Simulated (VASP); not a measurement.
# C8N in VASP: a series of runs

The runs below take C8N through single point, with PBE+D3(BJ).

Everything below comes from runs of VASP 6.6.1. Logs are shortened: lines on timing, memory, paths and dates and some standing lists are left out, and cuts for length are marked.

### Step 1. The cell of the first run

The cell holds a slab with vacuum, 18 atoms: a = 4.930 Å, b = 4.413 Å, c = 23.615 Å, α = 90.00°, β = 90.00°, γ = 90.11°.

### Step 2. Single point, PBE+D3(BJ)

INCAR

```
PREC = Accurate
ENCUT = 520
EDIFF = 1E-6
ISMEAR = 0
SIGMA = 0.05
LREAL = Auto
LASPH = T
NELM = 60
ALGO = Normal
ISIF = 2
LWAVE = F
LCHARG = F
LDIPOL = T
IDIPOL = 3
DIPOL = 0.5 0.5 0.311
GGA = PE
IVDW = 12
NBANDS = 52
```

KPOINTS

```
Automatic mesh
0
Gamma
  6 6 1
```

POSCAR

```
C8N
1.0
    4.9298867130      0.0000000000      0.0000000000
   -0.0081547558      4.4132984516      0.0000000000
    0.0000000000      0.0000000000     23.6150337471
C N
16 2
Direct
    0.3745684085      0.7405378974      0.1693836241
    0.8745684085      0.7405378974      0.1693836241
    0.1243974091      0.6365956441      0.1924179608
    0.6243974091      0.6365956441      0.1924179608
    0.1240513173      0.4291046681      0.2385492690
    0.6240513173      0.4291046681      0.2385492690
    0.3738803179      0.3251624149      0.2615836057
    0.8738803179      0.3251624149      0.2615836057
    0.3735338584      0.1126520408      0.3077166148
    0.8735338584      0.1126520408      0.3077166148
    0.1233638388      0.0072945126      0.3296949545
    0.6233638388      0.0072945126      0.3296949545
    0.1229920122      0.7810454900      0.3756054437
    0.6229920122      0.7810454900      0.3756054437
    0.3728273188      0.6826774530      0.3944535437
    0.8728273188      0.6826774530      0.3944535437
    0.6228273188      1.1826774530      0.5087874900
    0.6228273188      1.1826774530      0.5553679867
```

Potentials or basis: VASP PAW PBE potentials, release 64 (C, N).

Started as:

```sh
$ cat potpaw_PBE.64/C/POTCAR potpaw_PBE.64/N/POTCAR > POTCAR
$ mpirun -np 1 vasp_std > vasp.out
```

OUTCAR:

```text
PREC = Accurate
   ENCUT = 520
   EDIFF = 1E-6
   ISMEAR = 0
   LREAL = Auto
   LASPH = T
   NELM = 60
   ISIF = 2
   GGA = PE
   IVDW = 12
 IVDW          = 12

 ion  position               nearest neighbor table
   1  0.375  0.741  0.169-   3 1.42   4 1.42
   2  0.875  0.741  0.169-   4 1.42   3 1.42
   3  0.124  0.637  0.192-   1 1.42   2 1.42   5 1.42
   4  0.624  0.637  0.192-   2 1.42   1 1.42   6 1.42
   5  0.124  0.429  0.239-   8 1.42   7 1.42   3 1.42
   6  0.624  0.429  0.239-   7 1.42   8 1.42   4 1.42
   7  0.374  0.325  0.262-   6 1.42   5 1.42   9 1.44
   8  0.874  0.325  0.262-   5 1.42   6 1.42  10 1.44
   9  0.374  0.113  0.308-  11 1.42  12 1.42   7 1.44
  10  0.874  0.113  0.308-  12 1.42  11 1.42   8 1.44
  11  0.123  0.007  0.330-   9 1.42  10 1.42  13 1.47
  12  0.623  0.007  0.330-  10 1.42   9 1.42  14 1.47
  13  0.123  0.781  0.376-  15 1.38  16 1.38  11 1.47
  14  0.623  0.781  0.376-  16 1.38  15 1.38  12 1.47
  15  0.373  0.683  0.394-  13 1.38  14 1.38
  16  0.873  0.683  0.394-  14 1.38  13 1.38
  17  0.623  0.183  0.509-  18 1.10
  18  0.623  0.183  0.555-  17 1.10

  Warning from LATTYP: Monoclinic adjustment (A1->A3, A2->A1, A3->A2)!
  LATTYP: Found a simple monoclinic cell.
 ALAT       =     4.4133059856
 B/A-ratio  =     5.3508716196
 C/A-ratio  =     1.1170507391
 COS(beta)  =    -0.0018477658

  Lattice vectors:

 A1 = (  -0.0081547558,   4.4132984516,   0.0000000000)
 A2 = (   0.0000000000,   0.0000000000,  23.6150337471)
 A3 = (   4.9298867130,   0.0000000000,   0.0000000000)

Analysis of symmetry for initial positions (statically):
=====================================================================
 Subroutine PRICEL returns:
 Original cell was already a primitive cell.

 Routine SETGRP: Setting up the symmetry group for a
 simple monoclinic supercell.

 Subroutine GETGRP returns: Found  1 space group operations
 (whereof  1 operations were pure point group operations)
 out of a pool of  4 trial point group operations.

The static configuration has the point symmetry C_1 .

Analysis of symmetry for dynamics (positions and initial velocities):
=====================================================================
 Subroutine PRICEL returns:
 Original cell was already a primitive cell.

 Routine SETGRP: Setting up the symmetry group for a
 simple monoclinic supercell.

 Subroutine GETGRP returns: Found  1 space group operations
 (whereof  1 operations were pure point group operations)
 out of a pool of  4 trial point group operations.

The dynamic configuration has the point symmetry C_1 .

 Subroutine INISYM returns: Found  1 space group operations
 (whereof  1 operations are pure point group operations),
 and found     1 'primitive' translations

----------------------------------------------------------------------------------------

                                     Primitive cell

  volume of cell :     513.7937

  direct lattice vectors                    reciprocal lattice vectors
     4.929886713  0.000000000  0.000000000     0.202844418  0.000374810  0.000000000
    -0.008154756  4.413298452  0.000000000     0.000000000  0.226587894  0.000000000
     0.000000000  0.000000000 23.615033747     0.000000000  0.000000000  0.042345906

  length of vectors
     4.929886713  4.413305986 23.615033747     0.202844764  0.226587894  0.042345906

  position of ions in fractional coordinates (direct lattice)
     0.374568408  0.740537897  0.169383624
     0.874568408  0.740537897  0.169383624
     0.124397409  0.636595644  0.192417961
     0.624397409  0.636595644  0.192417961
     0.124051317  0.429104668  0.238549269
     0.624051317  0.429104668  0.238549269
[... 10 lines left out ...]
     0.622827319  0.182677453  0.508787490
     0.622827319  0.182677453  0.555367987

  ion indices of the primitive-cell ions
   primitive index   ion index
                 1           1
                 2           2
                 3           3
                 4           4
                 5           5
                 6           6
[... 10 lines left out ...]
                17          17
                18          18

----------------------------------------------------------------------------------------

 KPOINTS: Automatic mesh

Automatic generation of k-mesh.
 Grid dimensions read from file:
 generate k-points for:    6    6    1

 Generating k-lattice:

  Cartesian coordinates                     Fractional coordinates (reciprocal lattice)
     0.033807403  0.000062468  0.000000000     0.166666667  0.000000000  0.000000000
     0.000000000  0.037764649  0.000000000     0.000000000  0.166666667  0.000000000
     0.000000000  0.000000000  0.042345906     0.000000000  0.000000000  1.000000000

  Length of vectors
     0.033807461  0.037764649  0.042345906

  Shift w.r.t. Gamma in fractional coordinates (k-lattice)
     0.000000000  0.000000000  0.000000000

 Subroutine IBZKPT returns following result:
 ===========================================

 Found     20 irreducible k-points:

 Following reciprocal coordinates:
            Coordinates               Weight
  0.000000  0.000000  0.000000      1.000000
  0.166667  0.000000  0.000000      2.000000
  0.333333 -0.000000  0.000000      2.000000
  0.500000 -0.000000  0.000000      1.000000
  0.000000  0.166667  0.000000      2.000000
  0.166667  0.166667  0.000000      2.000000
[... 12 lines left out ...]
  0.333333  0.500000  0.000000      2.000000
  0.500000  0.500000  0.000000      1.000000
   k-points           NKPTS =     20   k-points in BZ     NKDIM =     20   number of bands    NBANDS=     52
   number of dos      NEDOS =    301   number of ions     NIONS =     18
   total plane-waves  NPLWV = 259200
   dimension x,y,z NGX =    40 NGY =   36 NGZ =  180
   dimension x,y,z NGXF=    80 NGYF=   72 NGZF=  360
   ions per type =              16   2
   NGX,Y,Z   is equivalent  to a cutoff of  13.49, 13.56, 12.67 a.u.
   NGXF,Y,Z  is equivalent  to a cutoff of  26.98, 27.12, 25.34 a.u.
 SYSTEM =  unknown system
   PREC   = accura    normal or accurate (medium, high low for compatibility)
   ISTART =      0    job   : 0-new  1-cont  2-samecut
   ICHARG =      2    charge: 1-file 2-atom 10-const
   ISPIN  =      1    spin polarized calculation?
   LNONCOLLINEAR =      F non collinear calculations
   LSORBIT =      F    spin-orbit coupling
   LASPH  =      T    aspherical Exc in radial PAW
   ENCUT  =  520.0 eV  38.22 Ry    6.18 a.u.   9.17  8.21 43.91*2*pi/ulx,y,z
   NELM   =     60;   NELMIN=  2; NELMDL= -5     # of ELM steps
   EDIFF  = 0.1E-05   stopping-criterion for ELM
   LREAL  =      T    real-space projection
   EDIFFG = 0.1E-04   stopping-criterion for IOM
   NSW    =      0    number of steps for IOM
   IBRION =     -1    ionic relax: 0-MD 1-quasi-New 2-CG
   NFREE  =      0    steps in history (QN), initial steepest desc. (CG)
   ISIF   =      2    stress and relaxation
   ISYM   =      2    0-nonsym 1-usesym 2-fastsym
   POTIM  = 0.5000    time-step for ionic-motion
   TEBEG  =    0.0;   TEEND  =   0.0 temperature during run
   PSTRESS=    0.0 pullay stress
   NELECT =      74.0000    total number of electrons
   NUPDOWN=      -1.0000    fix difference up-down
   EMIN   =  10.00;   EMAX   =-10.00  energy-range for DOS
   EFERMI =   0.00;   METHOD = LEGACY
   ISMEAR =     0;   SIGMA  =   0.05  broadening in eV -4-tet -1-fermi 0-gaus
   EFERMI_NEDOS =   21; number of points for ismear=-14 and -15
   IALGO  =     38    algorithm
   IMIX   =      4    mixing-type and parameters
     AMIX     =   0.40;   BMIX     =  1.00
     AMIX_MAG =   1.60;   BMIX_MAG =  1.00
  volume/ion in A,a.u.               =      28.54       192.63
  Fermi-wavevector in a.u.,A,eV,Ry     =   0.858135  1.621641 10.019280  0.736396
  Thomas-Fermi vector in A             =   1.975294
   LORBIT       =      0    0 simple, 1 ext, 2 COOP (PROOUT), +10 PAW based schemes
   GGA     = PE    functional components
   LHFCALC =     F    Hartree Fock is set to
   AEXX    =    0.0000 exact exchange contribution
   IVDW    =    12    specifies the selected vdW correction
   LEPSILON=     F    determine dielectric tensor
   LRPA    =     F    only Hartree local field effects (RPA)
 non-spin polarized calculation
 Gauss-broadening in eV      SIGMA  =   0.05
  energy-cutoff  :      520.00
  volume of cell :      513.79
 maximum number of plane-waves:     13888
 NGX is ok and might be reduce to    40
   NGX = 19   NGY = 17   NGZ = 87

 dipolmoment           0.000000      0.000000      0.017181 electrons x Angstroem

 number of electron      74.0000000 magnetization

 dipolmoment           0.000000      0.000000     -0.060567 electrons x Angstroem

 Free energy of the ion-electron system (eV)
  ---------------------------------------------------
  ext. energy  EPLUGINS =         0.00000000
  ---------------------------------------------------
  free energy    TOTEN  =      -151.04186198 eV

  energy without entropy =     -151.01826262  energy(sigma->0) =     -151.03006230

 E-fermi :  -2.8925     XC(G=0):  -4.1671

 val. band max:       -2.8929088104   @ k =   0.5000  -0.0000   0.0000
 cond. band min:      -2.8887130808   @ k =   0.5000   0.1667   0.0000
 fundamental gap:      0.0041957296
 Fermi energy:        -2.8924552802

 k-point     1 :       0.0000    0.0000    0.0000
  band No.  band energies     occupation
      1     -25.6835      2.00000
      2     -21.9370      2.00000
      3     -20.8048      2.00000
      4     -19.1645      2.00000
      5     -17.6826      2.00000
      6     -17.6518      2.00000
[... 41 lines left out ...]
     48       2.6162      0.00000
     49       2.9736      0.00000

 k-point     2 :       0.1667    0.0000    0.0000
  band No.  band energies     occupation
      1     -25.6833      2.00000
      2     -21.8139      2.00000
      3     -20.6846      2.00000
      4     -19.0496      2.00000
      5     -18.9233      2.00000
      6     -17.8840      2.00000
[... 928 lines left out ...]
 k-point    20 :       0.5000    0.5000    0.0000
  band No.  band energies     occupation
      1     -25.6794      2.00000
      2     -20.6437      2.00000
      3     -20.6402      2.00000
      4     -19.7543      2.00000
      5     -19.7521      2.00000
      6     -18.2941      2.00000
[... 41 lines left out ...]
     48       4.5652      0.00000
     49       4.7276      0.00000
 [bands above 49 left out]

------------------------ aborting loop because EDIFF is reached ----------------------------------------

 vacuum level on the upper side and lower side of the slab       (xc-potential included)        -0.401         0.078

 Edisp (eV)   -1.96789

 E8    (eV) :    -0.5767

  FORCE on cell =-STRESS in cart. coord.  units (eV):
  Direction    XX          YY          ZZ          XY          YZ          ZX
  --------------------------------------------------------------------------------------
  -------------------------------------------------------------------------------------
  Total       2.51155    -0.18806     1.86782    -0.00156    -0.16191     0.00587
  in kB       7.83183    -0.58644     5.82447    -0.00485    -0.50488     0.01830
  external pressure =        4.36 kB  Pullay stress =        0.00 kB

 VOLUME and BASIS-vectors are now :
 -----------------------------------------------------------------------------
  energy-cutoff  :      520.00
  volume of cell :      513.79
      direct lattice vectors                 reciprocal lattice vectors
     4.929886713  0.000000000  0.000000000     0.202844418  0.000374810  0.000000000
    -0.008154756  4.413298452  0.000000000     0.000000000  0.226587894  0.000000000
     0.000000000  0.000000000 23.615033747     0.000000000  0.000000000  0.042345906

 POSITION                                       TOTAL-FORCE (eV/Angst)
 -----------------------------------------------------------------------------------
      1.84054      3.26821      4.00000        -0.008881     -1.163882      1.515750
      4.30548      3.26821      4.00000         0.010824     -1.163887      1.515756
      0.60807      2.80949      4.54396        -0.000007      1.856856     -2.290900
      3.07302      2.80949      4.54396        -0.000014      1.869732     -2.306415
      0.60806      1.89377      5.63335         0.002641     -0.838943      0.988582
      3.07300      1.89377      5.63335         0.002660     -0.838816      0.987860
[... 10 lines left out ...]
      3.06898      0.80621     12.01503        -0.000361      0.006941     -2.178520
      3.06898      0.80621     13.11503        -0.000664      0.009307      2.114057
 -----------------------------------------------------------------------------------
    total drift:                                0.003155     -0.003470      0.018864

  FREE ENERGIE OF THE ION-ELECTRON SYSTEM (eV)
  ---------------------------------------------------
  free  energy   TOTEN  =      -153.0097545063 eV

  energy  without entropy=     -152.9861551462  energy(sigma->0) =     -152.99795483

 vacuum level on the upper side and lower side of the slab         2.790         3.287
```

It took 35 min on 1 thread of Intel Xeon 8259CL, shared host; peak memory 0.73 GiB.

Results:

```
Free energy                : -153.0098 eV
Largest force              : 2.969 eV/Å
Band gap on the k mesh     : zero (bands 37 and 38 overlap by 0.03 eV)
Dispersion energy per atom : -0.109 eV
```

Forces in eV/Å, atoms in the order of the input:
```
C   -0.009 -1.164  1.516
C    0.011 -1.164  1.516
C    0.000  1.857 -2.291
C    0.000  1.870 -2.306
C    0.003 -0.839  0.989
C    0.003 -0.839  0.988
C    0.002  0.153 -0.210
C    0.002  0.153 -0.210
C   -0.023 -0.024  0.002
C    0.013 -0.024  0.002
C    0.001  0.046 -0.051
C    0.001  0.020 -0.018
C   -0.005  0.016 -0.003
C   -0.005 -0.110  0.100
C   -0.044  0.015  0.021
C    0.053  0.016  0.020
N    0.000  0.007 -2.179
N   -0.001  0.009  2.114
```

Caveat: the standard files for N, O and F lose accuracy on very short bonds.

### Step 3. Single point, PBE+D3(BJ)

INCAR

```
  ALGO = Normal
  DIPOL = 0.5 0.5 0.311
  EDIFF = 1E-6
  ENCUT = 520
  GGA = PE
  IDIPOL = 3
  ISIF = 2
  ISMEAR = 0
  IVDW = 12
  LASPH = T
  LCHARG = T
  LDIPOL = T
  LELF = T
  LREAL = Auto
  LVACPOTAV = T
  LVHAR = T
  LWAVE = F
  NBANDS = 52
  NELM = 60
  PREC = Accurate
  SIGMA = 0.05
```

KPOINTS

```
k-points
0
Gamma
  6 6 1
```

Changes to POSCAR since step 2:

```diff
@@ -24,3 +24,3 @@
     0.8728273188      0.6826774530      0.3944535437
-    0.6228273188      1.1826774530      0.5087874900
-    0.6228273188      1.1826774530      0.5553679867
+    0.3728273188      0.9326774530      0.5087874900
+    0.3728273188      0.9326774530      0.5553679867
```

Potentials or basis: VASP PAW PBE potentials, release 64 (C, N).

Started as:

```sh
$ cat potpaw_PBE.64/C/POTCAR potpaw_PBE.64/N/POTCAR > POTCAR
$ mpirun -np 1 vasp_std > vasp.out
```

Wall time 36 min (1 thread of Intel Xeon 8259CL, shared host); peak memory 0.73 GiB.

It converged, with:

- Free energy: -152.9699 eV
- Largest force: 2.960 eV/Å
- Band gap on the k mesh: zero (bands 37 and 38 overlap by 0.03 eV)
- Dispersion energy per atom: -0.109 eV

Forces in eV/Å, atoms in the order of the input:
```
C    0.001 -1.170  1.513
C    0.001 -1.158  1.518
C   -0.001  1.864 -2.299
C    0.001  1.864 -2.299
C    0.001 -0.838  0.988
C    0.004 -0.838  0.988
C    0.002  0.156 -0.200
C    0.002  0.150 -0.212
C   -0.005 -0.010 -0.006
C   -0.005 -0.032 -0.007
C    0.012  0.018 -0.036
C   -0.011  0.019 -0.036
C   -0.024 -0.025  0.030
C    0.013 -0.025  0.030
C    0.005 -0.031 -0.136
C    0.005 -0.002  0.086
N    0.000  0.090 -2.065
N   -0.001 -0.033  2.142
```

Levels at points of the mesh, in eV from the Fermi level:
```tsv
k point	band 34	band 35	band 36	band 37	band 38	band 39	band 40	band 41
(0.00, 0.00, 0.00)	-1.70	-0.55	-0.31	-0.08	0.29	0.59	1.06	1.81
(0.50, 0.00, 0.00)	-1.83	-1.82	-0.17	-0.14	-0.01	0.00	2.63	2.64
(0.00, 0.50, 0.00)	-1.88	-0.54	-0.31	-0.03	0.35	0.46	1.00	2.54
(0.50, 0.50, 0.00)	-0.99	-0.97	-0.12	-0.10	0.02	0.03	2.25	2.26
```

Caveat: the standard files for N, O and F lose accuracy on very short bonds.
